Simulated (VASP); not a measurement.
Wanted: the native input for a VASP 6.6.1 run.

| Item | Value |
| --- | --- |
| Task | single point |
| Functional | PBE |
| Potentials or basis | VASP PAW PBE potentials, release 64 (Mg, O) |
| Cutoff | 520 eV |
| k mesh | 9 × 9 × 6 |
| Occupations | gaussian, width 0.05 eV |
| Spin | no spin polarisation |
| Dipole correction | no |
| Further INCAR settings | ALGO = Normal; EDIFF = 1e-06; NBANDS = 16 |

The structure of MgO lies in POSCAR:

```
MgO
1.0
    3.5917000000      0.0000000000      0.0000000000
   -1.7958500000      3.1105034428      0.0000000000
    0.0000000000      0.0000000000      4.3242000000
Mg O
2 2
Direct
    0.6666666667      0.3333333333      0.7500000000
    0.3333333333      0.6666666667      0.2500000000
    0.6666666667      0.3333333333      0.2500000000
    0.3333333333      0.6666666667      0.7500000000
```

One way to write it, as run:

INCAR

```
SYSTEM = MgO
PREC     = Accurate       ! precision mode
ENCUT    = 520            ! plane-wave cutoff, eV
EDIFF    = 1E-6           ! SCF threshold, eV
ISMEAR   = 0              ! smearing method
SIGMA    = 0.05           ! smearing width, eV
LREAL    = .FALSE.        ! projectors in reciprocal space
LASPH    = .TRUE.         ! aspherical terms in the spheres
NELM     = 100            ! most SCF steps
ALGO     = Normal         ! electronic algorithm
ISIF     = 2              ! what is computed and relaxed
LWAVE    = .FALSE.        ! write WAVECAR
LCHARG   = .FALSE.        ! write CHGCAR
GGA      = PE             ! functional
NBANDS   = 16             ! bands
```

KPOINTS

```
Automatic mesh
0
G
  9 9 6
  0 0 0
```

Potentials or basis: VASP PAW PBE potentials, release 64 (Mg, O).

Run with:

```bash
$ cat potpaw_PBE.64/Mg/POTCAR potpaw_PBE.64/O/POTCAR > POTCAR
$ mpirun -np 1 vasp_std > vasp.out
```

It gave:

- Pressure: -7.1 GPa
- Band gap on the k mesh: 2.96 eV, direct

It took 14 s on 1 thread of Intel(R) Xeon(R) 6975P-C (Granite Rapids) (shared host), peak memory 0.18 GiB.
